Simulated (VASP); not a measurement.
Crystal: SiO2.

```xyz
12
Lattice="4.0970 0.0000 0.0000 0.0000 5.0462 0.0000 0.0000 0.0000 4.4946" Properties=species:S:1:pos:R:3 pbc="T T T"
Si    0.0000    0.7680    1.1237
Si    0.0000    4.2782    3.3710
Si    2.0485    1.7551    3.3710
Si    2.0485    3.2911    1.1237
O     3.0056    3.1514    4.1287
O     1.0914    1.8948    0.3659
O     3.1399    4.4179    1.8814
O     0.9571    0.6283    2.6132
O     0.9571    4.4179    0.3659
O     3.1399    0.6283    4.1287
O     1.0914    3.1514    2.6132
O     3.0056    1.8948    1.8814
```

```yaml
Program: VASP 6.6.1
Task: relaxation of cell and atoms
Functional: r2SCAN
Potentials_or_basis: VASP PAW PBE potentials, release 64 (Si, O)
Cutoff: 600 eV
k_mesh: 6 × 5 × 5
Occupations: gaussian, width 0.01 eV
Spin: no spin polarisation
```

At the start: pressure -4.1 GPa; volume 7.74 Å³/atom.

Problem. Where does the relaxation end?

Solution. Over 13 steps the energy falls by 12.7 meV/atom and the volume is 7.65 Å³/atom (-1.2 %); space group Pbcn (No. 60, to 0.1 Å) before and after.

The path:
```csv
step,energy change (eV),largest force (eV/Å),pressure (GPa),volume (Å³)
1,0.0000,1.0342,-4.07,92.92
2,-0.0114,1.0111,8.02,90.30
3,-0.1362,0.2303,1.52,91.55
4,-0.1483,0.0833,-1.56,92.28
5,-0.1486,0.0810,-1.12,92.17
6,-0.1523,0.0335,0.17,91.74
7,-0.1523,0.0351,0.13,91.76
8,-0.1525,0.0130,-0.06,91.80
9,-0.1525,0.0143,-0.06,91.80
10,-0.1526,0.0079,0.07,91.78
11,-0.1526,0.0021,0.01,91.79
12,-0.1526,0.0021,0.02,91.79
13,-0.1526,0.0009,-0.01,91.80
```

Final structure:
```cif
data_structure
_symmetry_space_group_name_H-M 'P 1'
_symmetry_Int_Tables_number 1
_cell_length_a 4.0703
_cell_length_b 5.0290
_cell_length_c 4.4845
_cell_angle_alpha 90.000
_cell_angle_beta 90.000
_cell_angle_gamma 90.000
_cell_volume 91.80
loop_
_atom_site_label
_atom_site_type_symbol
_atom_site_fract_x
_atom_site_fract_y
_atom_site_fract_z
_atom_site_occupancy
Si1 Si 0.00000 0.15225 0.25000 1
Si2 Si 0.00000 0.84775 0.75000 1
Si3 Si 0.50000 0.34775 0.75000 1
Si4 Si 0.50000 0.65225 0.25000 1
O1 O 0.73114 0.61791 0.91948 1
O2 O 0.26886 0.38209 0.08052 1
O3 O 0.76886 0.88209 0.41948 1
O4 O 0.23114 0.11791 0.58052 1
O5 O 0.23114 0.88209 0.08052 1
O6 O 0.76886 0.11791 0.91948 1
O7 O 0.26886 0.61791 0.58052 1
O8 O 0.73114 0.38209 0.41948 1
```

Caveat: the PAW data sets were made with another functional, which shifts forces and pressure a little.
